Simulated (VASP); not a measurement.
# AlCo: single point with PBE

The system is AlCo.

```xyz
2
Lattice="2.8747 0.0000 0.0000 0.0000 2.8747 0.0000 0.0000 0.0000 2.8747" Properties=species:S:1:pos:R:3 pbc="T T T"
Co    1.4373    1.4373    1.4373
Al    0.0000    0.0000    0.0000
```

```
Program             : VASP 6.6.1
Task                : single point
Functional          : PBE
Potentials or basis : VASP PAW PBE potentials, release 64 (Co, Al)
Cutoff              : 520 eV
k mesh              : 9 × 9 × 9
Occupations         : fermi-dirac, width 0.05 eV
Spin                : collinear spin, ferromagnetic start
Starting moments    : [2.0, 0.0] μB
```

```
Pressure                                              : -4.1 GPa
Band gap on the k mesh                                : zero (filled and empty bands overlap)
Net moment                                            : 0.00 μB per cell
Valence electrons inside the program's atomic spheres : Co 8.40; Al 0.81
```

Levels at points of the mesh, in eV from the Fermi level:
Spin up:
```csv
k point,band 2,band 3,band 4,band 5,band 6,band 7,band 8,band 9,band 10,band 11
"(0.00, 0.00, 0.00)",-2.83,-2.83,-0.80,-0.80,-0.80,5.85,5.85,5.85,8.64,8.64
```
Spin down:
| k point | band 4 | band 5 | band 6 | band 7 | band 8 | band 9 |
| --- | --- | --- | --- | --- | --- | --- |
| (0.00, 0.00, 0.00) | -0.80 | -0.80 | -0.80 | 5.85 | 5.85 | 5.85 |

It took 9.8 s on 1 thread of Intel(R) Xeon(R) 6975P-C (Granite Rapids) (shared host), peak memory 0.16 GiB.

Caveat: the starting moments collapsed, and a magnetic state may lie lower.
